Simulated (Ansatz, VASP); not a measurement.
**InSb in VASP and in Ansatz**

INCAR

```
PREC     = Accurate       # precision mode
ENCUT    = 520            # plane-wave cutoff, eV
EDIFF    = 1E-6           # SCF threshold, eV
ISMEAR   = 0              # smearing method
SIGMA    = 0.15           # smearing width, eV
LREAL    = F              # projectors in reciprocal space
LASPH    = T              # aspherical terms in the spheres
NELM     = 80             # most SCF steps
ALGO     = Normal         # electronic algorithm
ISIF     = 2              # what is computed and relaxed
LWAVE    = F              # write WAVECAR
LCHARG   = F              # write CHGCAR
GGA      = PS             # functional
NBANDS   = 16             # bands
```

The input KPOINTS:

```
Automatic mesh
0
Gamma
  16 16 16
```

The input POSCAR:

```
InSb
1.0
    1.2017815386      3.7770276927      3.7770276927
    3.7770276927      1.2017815386      3.7770276927
    3.7770276927      3.7770276927      1.2017815386
In Sb
1 1
Direct
    0.0000000000      0.0000000000      0.0000000000
    0.5000000000      0.5000000000      0.5000000000
```

Input for Ansatz:

```yaml
crystal:
  lattice:
    - [1.2017815386, 3.7770276927, 3.7770276927]
    - [3.7770276927, 1.2017815386, 3.7770276927]
    - [3.7770276927, 3.7770276927, 1.2017815386]
  atoms:
    - { symbol: In, position: [0.0, 0.0, 0.0] }
    - { symbol: Sb, position: [0.5, 0.5, 0.5] }
basis:
  ecutwfc: 420
kpoints:
  mp_grid: { grid: [16, 16, 16] }
hamiltonian:
  xc: pbesol
scf:
  occupations: { method: gaussian, width: 0.15 }
output:
  forces: true
  stress: true
  eigenvalues: true
```

Alike in both runs: task single point; functional PBEsol; k mesh 16 × 16 × 16; occupations gaussian, width 0.15 eV; no spin polarisation.

```csv
,VASP,Ansatz
version,VASP 6.6.1,Ansatz 0.2.0
potentials or method,"VASP PAW PBE potentials, release 64 (In_d, Sb), cutoff 520 eV","scalar-relativistic, plane waves, PAW"
valence electrons in the cell,18,28
```

|  | VASP | Ansatz | Ansatz less VASP |
| --- | --- | --- | --- |
| gap on the k mesh at the Fermi level (eV) | none | none | - |
| pressure (GPa) | -3.6 | -3.6 | +0.03 |
| traceless stress, the component that is largest in VASP (GPa) | 0.49 | 0.49 | -0.008 |

VASP's potentials were made for PBE, not for PBEsol. A gap of «none» marks a metal or a gap that the smearing closes. The functional is the same, so the differences come from potentials, cutoffs and numerics. VASP's potentials hold 18 valence electrons a cell and Ansatz's 28, so a difference there can come from the potentials and not from the codes.

Neither program's run includes spin-orbit coupling.
